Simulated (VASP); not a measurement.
Runs of VASP 6.6.1 on FeSi. The structure is that of space group P2_13 (No. 198), or close to it. The cells are those of the table. 

```csv
task,cell,k mesh,cutoff (eV),smearing,gap on the mesh (eV),pressure (GPa),largest force (eV/Å)
single point,"a = 4.403 Å, 8 atoms",8 × 8 × 8,520,gaussian 0.02 eV,0.33,0.4,0.04
single point,"a = 4.403 Å, 8 atoms",8 × 8 × 8,520,gaussian 0.01 eV,0.33,0.4,0.04
single point,"a = 4.551 Å, 8 atoms",4 × 4 × 4,520,gaussian 0.1 eV,0.31,(a),0.31
relaxation of cell and atoms,"relaxed from a = 4.551 Å, 8 atoms",4 × 4 × 4,600,gaussian 0.1 eV,0.35,0.4,0.03
single point,"a = 4.403 Å, 8 atoms",4 × 4 × 4,520,gaussian 0.1 eV,0.35,0.4,0.04
```

Alike in all rows: level r2SCAN; potentials or basis VASP PAW PBE potentials, release 64 (Fe, Si); no spin polarisation.

Fill in the values left out.

(a) -20.1.

Caveats: the PAW data sets were made with another functional, which shifts forces and pressure a little; the cell stands under tension (at least some runs); the relaxation stopped at a loose force limit of 0.05 eV/Å, so its end isn't a converged minimum (at least some runs).

A k mesh can miss the band edges.
